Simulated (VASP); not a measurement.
# CaZr (P-6m2) in VASP: notebook

Runs on CaZr. Level: PBE. Tasks: relaxation of cell and atoms, single point.

Program: VASP 6.6.1. These are calculated values, not measurements. Logs are shortened: lines on timing, memory, paths and dates and some standing lists are left out, and cuts for length are marked.

### 1 The cell of the first run

Symmetry: P-6m2, No. 187, hexagonal system. Conventional cell: a = 3.293 Å, b = 3.293 Å, c = 4.938 Å, α = 90.00°, β = 90.00°, γ = 120.00°. Within 4.1 Å of Ca (site symmetry -6m2) lie 6 Zr at 3.12 Å and 6 Ca at 3.29 Å. Zr (site symmetry -6m2) has 6 Ca at 3.12 Å and 6 Zr at 3.29 Å within 4.1 Å.

### 2 Relaxation of cell and atoms, PBE

INCAR

```
SYSTEM = CaZr
PREC = Accurate
ENCUT = 600
EDIFF = 1E-6
ISMEAR = 0
SIGMA = 0.1
LREAL = .False.
LASPH = .True.
NELM = 100
ALGO = Normal
ISIF = 3
LWAVE = .False.
LCHARG = .False.
GGA = PE
IBRION = 2
NSW = 90
EDIFFG = -0.04
```

KPOINTS

```
Automatic mesh
0
Gamma
  6 6 4
  0 0 0
```

POSCAR

```
CaZr
1.0
    3.2934149460      0.0000000000      0.0000000000
   -1.6467074730      2.8521810085      0.0000000000
    0.0000000000      0.0000000000      4.9383388192
Ca Zr
1 1
Direct
    0.6666666667      0.3333333333      0.0000000000
    0.0000000000      0.0000000000      0.5000000000
```

Potentials or basis: VASP PAW PBE potentials, release 64 (Ca_sv, Zr_sv).

Run with:

```
cat potpaw_PBE.64/Ca_sv/POTCAR potpaw_PBE.64/Zr_sv/POTCAR > POTCAR
mpirun -np 1 vasp_std > vasp.out
```

OUTCAR:

```text
SYSTEM = CaZr
   PREC = Accurate
   ENCUT = 600
   EDIFF = 1E-6
   ISMEAR = 0
   LREAL = .False.
   LASPH = .True.
   NELM = 100
   ISIF = 3
   GGA = PE
   IBRION = 2
   NSW = 90
   EDIFFG = -0.04

 ion  position               nearest neighbor table
   1  0.667  0.333  0.000-   2 3.12   2 3.12   2 3.12   2 3.12   2 3.12   2 3.12
   2  0.000  0.000  0.500-   1 3.12   1 3.12   1 3.12   1 3.12   1 3.12   1 3.12

  LATTYP: Found a hexagonal cell.
 ALAT       =     3.2934149460
 C/A-ratio  =     1.4994584345

  Lattice vectors:

 A1 = (   3.2934149460,   0.0000000000,   0.0000000000)
 A2 = (  -1.6467074730,   2.8521810085,   0.0000000000)
 A3 = (   0.0000000000,   0.0000000000,   4.9383388192)

Analysis of symmetry for initial positions (statically):
=====================================================================
 Subroutine PRICEL returns:
 Original cell was already a primitive cell.

 Routine SETGRP: Setting up the symmetry group for a
 hexagonal supercell.

 Subroutine GETGRP returns: Found 12 space group operations
 (whereof 12 operations were pure point group operations)
 out of a pool of 24 trial point group operations.

The static configuration has the point symmetry D_3h.

Analysis of symmetry for dynamics (positions and initial velocities):
=====================================================================
 Subroutine PRICEL returns:
 Original cell was already a primitive cell.

 Routine SETGRP: Setting up the symmetry group for a
 hexagonal supercell.

 Subroutine GETGRP returns: Found 12 space group operations
 (whereof 12 operations were pure point group operations)
 out of a pool of 24 trial point group operations.

The dynamic configuration has the point symmetry D_3h.

 Subroutine INISYM returns: Found 12 space group operations
 (whereof 12 operations are pure point group operations),
 and found     1 'primitive' translations

----------------------------------------------------------------------------------------

                                     Primitive cell

  volume of cell :      46.3879

  direct lattice vectors                    reciprocal lattice vectors
     3.293414946  0.000000000  0.000000000     0.303636200  0.175304442  0.000000000
    -1.646707473  2.852181009  0.000000000     0.000000000  0.350608884  0.000000000
     0.000000000  0.000000000  4.938338819     0.000000000  0.000000000  0.202497244

  length of vectors
     3.293414946  3.293414946  4.938338819     0.350608884  0.350608884  0.202497244

  position of ions in fractional coordinates (direct lattice)
     0.666666667  0.333333333  0.000000000
     0.000000000  0.000000000  0.500000000

  ion indices of the primitive-cell ions
   primitive index   ion index
                 1           1
                 2           2
[... 80 lines left out ...]
   NUPDOWN=      -1.0000    fix difference up-down
   EMIN   =  10.00;   EMAX   =-10.00  energy-range for DOS
   EFERMI =   0.00;   METHOD = LEGACY
   ISMEAR =     0;   SIGMA  =   0.10  broadening in eV -4-tet -1-fermi 0-gaus
   EFERMI_NEDOS =   21; number of points for ismear=-14 and -15
   IALGO  =     38    algorithm
   IMIX   =      4    mixing-type and parameters
     AMIX     =   0.40;   BMIX     =  1.00
     AMIX_MAG =   1.60;   BMIX_MAG =  1.00
  volume/ion in A,a.u.               =      23.19       156.52
  Fermi-wavevector in a.u.,A,eV,Ry     =   1.276677  2.412569 22.176181  1.629903
  Thomas-Fermi vector in A             =   2.409319
   LORBIT       =      0    0 simple, 1 ext, 2 COOP (PROOUT), +10 PAW based schemes
   GGA     = PE    functional components
   LHFCALC =     F    Hartree Fock is set to
   AEXX    =    0.0000 exact exchange contribution
   IVDW    =     0    specifies the selected vdW correction
   LEPSILON=     F    determine dielectric tensor
   LRPA    =     F    only Hartree local field effects (RPA)
 conjugate gradient relaxation of ions
 non-spin polarized calculation
 Gauss-broadening in eV      SIGMA  =   0.10
  energy-cutoff  :      600.00
  volume of cell :       46.39
 maximum number of plane-waves:      1580
 NGX is ok and might be reduce to    28
   NGX = 13   NGY = 13   NGZ = 19

--------------------------------------- Ionic step        1  -------------------------------------------

 number of electron      22.0000001 magnetization

 Free energy of the ion-electron system (eV)
  ---------------------------------------------------
  ext. energy  EPLUGINS =         0.00000000
  ---------------------------------------------------
  free energy    TOTEN  =        -9.13951913 eV

  energy without entropy =       -9.12664981  energy(sigma->0) =       -9.13308447

 E-fermi :   6.6739     XC(G=0): -10.4712

 val. band max:        6.6530202213   @ k =   0.3333   0.3333   0.5000
 cond. band min:       6.8258020457   @ k =   0.3333  -0.0000   0.0000
 fundamental gap:      0.1727818244
 Fermi energy:         6.6739081257

 k-point     1 :       0.0000    0.0000    0.0000
  band No.  band energies     occupation
      1     -41.9198      2.00000
      2     -33.4762      2.00000
      3     -20.1393      2.00000
      4     -19.6323      2.00000
      5     -19.6323      2.00000
      6     -14.5494      2.00000
      7     -14.2804      2.00000
      8     -14.2804      2.00000
      9       1.7306      2.00000
     10       4.6209      2.00000
     11       7.9457      0.00000
     12       7.9457      0.00000
     13       8.7950      0.00000
     14       9.3846      0.00000
[... 460 lines left out ...]
  FREE ENERGIE OF THE ION-ELECTRON SYSTEM (eV)
  ---------------------------------------------------
  free  energy   TOTEN  =        -9.6009502524 eV

  energy  without entropy=       -9.5817149559  energy(sigma->0) =       -9.59133260

[... ionic steps 4 to 7 ...]

--------------------------------------- Ionic step        8  -------------------------------------------

 number of electron      22.0000003 magnetization

------------------------ aborting loop because EDIFF is reached ----------------------------------------
[... 67 lines left out ...]
--------------------------------------- Ionic step       10  -------------------------------------------

 number of electron      22.0000002 magnetization

 Free energy of the ion-electron system (eV)
  ---------------------------------------------------
  ext. energy  EPLUGINS =         0.00000000
  ---------------------------------------------------
  free energy    TOTEN  =        -9.65928954 eV

  energy without entropy =       -9.64302634  energy(sigma->0) =       -9.65115794

 E-fermi :   5.1302     XC(G=0):  -9.6428

 val. band max:        5.1163678561   @ k =   0.1667   0.1667   0.0000
 cond. band min:       5.1368650093   @ k =   0.1667  -0.0000   0.5000
 fundamental gap:      0.0204971533
 Fermi energy:         5.1301539110

 k-point     1 :       0.0000    0.0000    0.0000
  band No.  band energies     occupation
      1     -43.7627      2.00000
      2     -35.7156      2.00000
      3     -21.8165      2.00000
      4     -21.4773      2.00000
      5     -21.4773      2.00000
      6     -16.6509      2.00000
      7     -16.5539      2.00000
      8     -16.5539      2.00000
      9       0.4313      2.00000
     10       3.1907      2.00000
     11       5.4082      0.00008
     12       6.4523      0.00000
     13       6.4523      0.00000
     14       6.7837      0.00000
[... 388 lines left out ...]
  FREE ENERGIE OF THE ION-ELECTRON SYSTEM (eV)
  ---------------------------------------------------
  free  energy   TOTEN  =        -9.6592895376 eV

  energy  without entropy=       -9.6430263408  energy(sigma->0) =       -9.65115794

 reached required accuracy - stopping structural energy minimisation
```

CONTCAR:

```text
CaZr
   1.00000000000000
     3.3313075437497450   -0.0000000000000000   -0.0000000000000000
    -1.6656537718748725    2.8849969607679222    0.0000000000000000
     0.0000000000000000   -0.0000000000000000    5.8886023082749386
  Ca              Zr
     1     1
Direct
     0.6666666667000030    0.3333333332999970    0.0000000000000000
     0.0000000000000000    0.0000000000000000    0.5000000000000000

  0.00000000E+00  0.00000000E+00  0.00000000E+00
  0.00000000E+00  0.00000000E+00  0.00000000E+00
```

Run time: 1.8 min. Hardware: 1 thread of Intel Xeon 6975P-C (Granite Rapids), shared host; peak memory 0.19 GiB.

Results:

| Property | Result |
| --- | --- |
| Free energy | -9.6593 eV |
| Relaxed volume | 28.30 Å³/atom |
| Relaxed cell | a = 3.331 Å, b = 3.331 Å, c = 5.889 Å, α = 90.00°, β = 90.00°, γ = 120.00° |
| Space group after relaxing (to 0.1 Å) | P-6m2 (No. 187) |
| Energy gained by relaxing | 259.9 meV/atom |
| Ionic steps | 10 |
| Pressure after relaxing | 0.1 GPa |
| Band gap on the k mesh | zero (bands 11 and 12 overlap by 0.46 eV) |

Stress tensor (GPa, compression positive):
```
 0.11  0.00  0.00
 0.00  0.11  0.00
 0.00  0.00 -0.03
```

The path:
| step | energy change (eV) | largest force (eV/Å) | pressure (GPa) | volume (Å³) |
| --- | --- | --- | --- | --- |
| 1 | 0.0000 | 0.0000 | 12.60 | 46.39 |
| 2 | -0.4527 | 0.0000 | -2.14 | 59.62 |
| 3 | -0.4614 | 0.0000 | -0.80 | 57.64 |
| 4 | -0.4614 | 0.0000 | -0.98 | 57.88 |
| 5 | -0.4967 | 0.0000 | -0.49 | 57.06 |
| 6 | -0.5071 | 0.0000 | 1.35 | 55.19 |
| 7 | -0.5180 | 0.0000 | 0.40 | 56.10 |
| 8 | -0.5184 | 0.0000 | 0.56 | 55.94 |
| 9 | -0.5196 | 0.0000 | -0.10 | 56.79 |
| 10 | -0.5198 | 0.0000 | 0.06 | 56.59 |

Final structure:
```
CELL_PARAMETERS angstrom
3.33131 0.00000 0.00000
-1.66565 2.88500 0.00000
0.00000 0.00000 5.88860
ATOMIC_POSITIONS crystal
Ca 0.66667 0.33333 0.00000
Zr 0.00000 0.00000 0.50000
```

Caveat: the k points lie up to 0.36 Å⁻¹ apart in the final cell; the volume moved by over 15 % at a fixed basis, so the end points are rough.

[end of part 1 of 2]
